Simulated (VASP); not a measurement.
KMgF3, 5 atoms in the cell. It takes space group R-3m (No. 166, trigonal). The conventional cell has a = 5.305 Å, b = 5.305 Å, c = 7.796 Å, α = 90.00°, β = 90.00°, γ = 120.00°. K (site symmetry -3m) has 12 F at 2.65 to 3.02 Å and 6 Mg at 3.33 Å within 3.5 Å. Mg (site symmetry -3m) has 6 F at 2.01 Å within 2.7 Å. F (site symmetry 2/m) has 2 Mg at 2.01 Å and 2 K at 2.65 Å and 4 F at 2.65 Å within 2.7 Å.  This cell differs from its parent crystal: ratio of the length along [111] to the lengths across it x 1.2, volume and fractional coordinates fixed.

```yaml
Program: VASP 6.6.1
Task: single point
Functional: PBE
Potentials_or_basis: VASP PAW PBE potentials, release 64 (K_sv, Mg, F)
Cutoff: 520 eV
k_mesh: 6 × 6 × 6
Occupations: gaussian, width 0.05 eV
Spin: no spin polarisation
Dipole_correction: no
Further_INCAR_settings: ALGO = Normal; EDIFF = 1e-07; NBANDS = 24
```

Potentials or basis: VASP PAW PBE potentials, release 64 (K_sv, Mg, F).

Launch:

```bash
$ cat potpaw_PBE.64/K_sv/POTCAR potpaw_PBE.64/Mg/POTCAR potpaw_PBE.64/F/POTCAR > POTCAR
$ mpirun -np 1 vasp_std > vasp.out
```

Hardware: 1 thread of Intel(R) Xeon(R) Platinum 8259CL CPU @ 2.50GHz (Skylake/Cascade Lake) (shared host).

Q: Estimate the wall time of this run.

A: It took 35 s on 1 thread of Intel(R) Xeon(R) Platinum 8259CL CPU @ 2.50GHz (Skylake/Cascade Lake), with other jobs on the host, peak memory 0.19 GiB. Counts: scf iterations 14, k points 32.
